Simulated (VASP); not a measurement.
Wanted: the native input for a VASP 6.6.1 run.

- Task: single point
- Functional: r2SCAN
- Potentials or basis: VASP PAW PBE potentials, release 64 (Co)
- Cutoff: 520 eV
- k mesh: 12 × 12 × 7
- Occupations: fermi-dirac, width 0.05 eV
- Spin: collinear spin, ferromagnetic start
- Starting moments: [2.0, 2.0] μB
- Dipole correction: no
- Further INCAR settings: ALGO = Normal; EDIFF = 1e-06; NBANDS = 20

Co:

```xyz
2
Lattice="2.5038 0.0000 0.0000 -1.2519 2.1684 0.0000 0.0000 0.0000 4.0902" Properties=species:S:1:pos:R:3 pbc="T T T"
Co    0.0000    1.4456    3.0273
Co    1.2519    0.7228    1.0629
```

One way to write it, as run:

POSCAR

```
Co
1.0
    2.5038379689      0.0000000000      0.0000000000
   -1.2519189845      2.1683872881      0.0000000000
    0.0000000000      0.0000000000      4.0901994896
Co
2
Direct
    0.3333333333      0.6666666667      0.7401390000
    0.6666666667      0.3333333333      0.2598610000
```

INCAR.step1

```
SYSTEM = Co
PREC = Accurate ; ENCUT = 520
ISMEAR = -1 ; SIGMA = 0.05
LREAL = .FALSE. ; LASPH = .TRUE.
NELM = 150 ; ISPIN = 2
MAGMOM = 2 2 ; LMAXMIX = 4
NBANDS = 20 ; GGA = PE
ALGO = Normal ; EDIFF = 1E-4
LWAVE = .TRUE. ; LCHARG = .FALSE.
```

INCAR.step2

```
SYSTEM = Co
PREC = Accurate ; ENCUT = 520
EDIFF = 1E-6 ; ISMEAR = -1
SIGMA = 0.05 ; LREAL = .FALSE.
LASPH = .TRUE. ; NELM = 150
ALGO = Normal ; ISIF = 2
LWAVE = .FALSE. ; LCHARG = .FALSE.
ISPIN = 2 ; MAGMOM = 2 2
LORBIT = 11 ; LMAXMIX = 4
METAGGA = R2SCAN ; LMIXTAU = .TRUE.
NBANDS = 20 ; ISTART = 1
```

KPOINTS

```
Automatic mesh
0
G
  12 12 7
  0 0 0
```

Potentials or basis: VASP PAW PBE potentials, release 64 (Co).

Run with:

```console
$ cat potpaw_PBE.64/Co/POTCAR > POTCAR
$ cp INCAR.step1 INCAR
$ mpirun -np 1 vasp_std > vasp.out
$ cp INCAR.step2 INCAR
$ mpirun -np 1 vasp_std > vasp.out
```

It gave:

```json
{
 "Pressure": "-7.5 GPa",
 "Largest force": "0.129 eV/Å",
 "Net moment": "3.59 μB per cell",
 "Site moments": "Co +1.86 μB",
 "Valence electrons inside the program's atomic spheres": "Co 8.26"
}
```

Caveat: the PAW data sets were made with another functional, which shifts forces and pressure a little.

Run time: 4.8 min on 1 thread of Intel(R) Xeon(R) Platinum 8488C (Sapphire Rapids) (shared host), peak memory 0.2 GiB.
